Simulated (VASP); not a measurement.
A run of VASP 6.6.1 is set up as follows.

The input INCAR:

```
SYSTEM = Cu
  PREC = Accurate
  ENCUT = 600
  EDIFF = 1E-6
  ISMEAR = -1
  SIGMA = 0.05
  LREAL = .FALSE.
  LASPH = .TRUE.
  NELM = 200
  ALGO = Normal
  ISIF = 2
  LWAVE = .FALSE.
  LCHARG = .FALSE.
  ISPIN = 2
  MAGMOM = 0.1
  LORBIT = 11
  NUPDOWN = 0.1
  LMAXMIX = 4
  GGA = CA
  NBANDS = 16
  GGA_COMPAT = .FALSE.
```

File KPOINTS:

```
Automatic mesh
0
G
  14 14 14
  0 0 0
```

Contents of POSCAR:

```
Cu
1.0
   -1.4427933200      1.4427933200      1.3760814500
    1.4427933200     -1.4427933200      1.3760814500
    1.4427933200      1.4427933200     -1.3760814500
Cu
1
Direct
    0.0000000000      0.0000000000      0.0000000000
```

Potentials or basis: VASP PAW LDA potentials, release 64 (Cu).

Launch:

```sh
$ cat potpaw_LDA.64/Cu/POTCAR > POTCAR
$ mpirun -np 1 vasp_std > vasp.out
```

**Question.** What does it give for the pressure?

**Answer.** -6.8 GPa.

Stress tensor (GPa, compression positive):
```
-6.68  0.00  0.00
 0.00 -6.68  0.00
 0.00  0.00 -7.07
```

Caveat: the cell stands under tension; the total moment is fixed, so each spin has its own Fermi level.
